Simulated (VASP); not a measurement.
# HfSc: single point with LDA

The system is HfSc.

```
Hf Sc
1.0
     3.14292    0.00000    0.00000
    -1.57146    2.72185    0.00000
     0.00000    0.00000    5.42473
Hf Sc
1 1
Direct
  0.66667 0.33333 0.50000
  0.33333 0.66667 0.00000
```

```json
{
  "Program": "VASP 6.6.1",
  "Task": "single point",
  "Functional": "LDA",
  "Potentials or basis": "VASP PAW LDA potentials, release 64 (Hf_pv, Sc_sv)",
  "Cutoff": "520 eV",
  "k mesh": "8 × 8 × 5",
  "Occupations": "fermi-dirac, width 0.15 eV",
  "Spin": "no spin polarisation"
}
```

```json
{
 "Pressure": "-6.0 GPa",
 "Band gap on the k mesh": "zero (an odd number of electrons rules out a gap without spin polarisation)"
}
```

Stress tensor (GPa, compression positive):
```
 -3.79   0.00   0.00
  0.00  -3.79   0.00
  0.00   0.00 -10.33
```

Levels at points of the mesh, in eV from the Fermi level:
| k point | band 8 | band 9 | band 10 | band 11 | band 12 | band 13 |
| --- | --- | --- | --- | --- | --- | --- |
| (0.00, 0.00, 0.00) | -6.22 | -2.74 | 0.18 | 1.09 | 1.58 | 1.58 |
| (0.50, 0.00, 0.00) | -2.63 | -1.51 | -1.46 | -0.09 | 0.86 | 1.49 |

Run time: 52 s on 1 thread of Intel Xeon 8259CL (shared host), peak memory 0.16 GiB.

Caveat: the cell stands under tension; spin-orbit coupling is left out, which moves the levels of the heavy elements.
